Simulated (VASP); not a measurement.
Write the native input for VASP 6.6.1 that does the following.

* Task: single point
* Functional: PBE
* Potentials or basis: VASP PAW PBE potentials, release 64 (Mg, Be, S, O)
* Cutoff: 520 eV
* k mesh: 6 × 6 × 4
* Occupations: gaussian, width 0.02 eV
* Spin: no spin polarisation
* Dipole correction: no
* Further INCAR settings: ALGO = Normal; EDIFF = 1e-07; NBANDS = 36

The structure of MgBe2SO2 lies in POSCAR:

```
MgBe2SO2
1.0
    4.7235656430     -0.0003862157      0.0014385256
   -2.1479231041      4.3803809187      0.0002712582
   -1.8715147335     -1.0595335068      7.6392014850
Mg Be S O
2 4 2 4
Direct
    0.4350718212      0.5377599075      0.0292396559
    0.3877327058      0.1381973643      0.6733246802
    0.7272770557      0.6189444149      0.4172796460
    0.7944019574      0.8295353773      0.7490424393
    0.0795673476      0.9743495735      0.2206889821
    0.0788746557      0.4645798126      0.6750905524
    0.2434935536      0.3480153798      0.3951152051
    0.2257116759      0.9548330268      0.0003599416
    0.7891449337      0.6985804076      0.2424130238
    0.8172132966      0.1529447087      0.7077924837
    0.9655384590      0.7193252734      0.6108596296
    0.4559725376      0.5629347534      0.7787937603
```

One way to write it, as run:

INCAR

```
SYSTEM = MgBe2SO2
PREC = Accurate
ENCUT = 520
EDIFF = 1E-7
ISMEAR = 0
SIGMA = 0.02
LREAL = .False.
LASPH = .True.
NELM = 100
ALGO = Normal
ISIF = 2
LWAVE = .False.
LCHARG = .True.
GGA = PE
LELF = .True.
LVHAR = .True.
NBANDS = 36
```

KPOINTS

```
regular mesh
0
Gamma
  6 6 4
  0 0 0
```

Potentials or basis: VASP PAW PBE potentials, release 64 (Mg, Be, S, O).

Run with:

```console
$ cat potpaw_PBE.64/Mg/POTCAR potpaw_PBE.64/Be/POTCAR potpaw_PBE.64/S/POTCAR potpaw_PBE.64/O/POTCAR > POTCAR
$ mpirun -np 1 vasp_std > vasp.out
```

Results of the run:

| Item | Value |
| --- | --- |
| Pressure | -0.1 GPa |
| Largest force | 0.032 eV/Å |
| Band gap on the k mesh | 3.79 eV, indirect (least direct gap 3.86 eV) |

Wall time 16 min on 1 thread of AMD EPYC 7R43 64-Core Processor (Zen 3), on a shared host, peak memory 0.47 GiB.
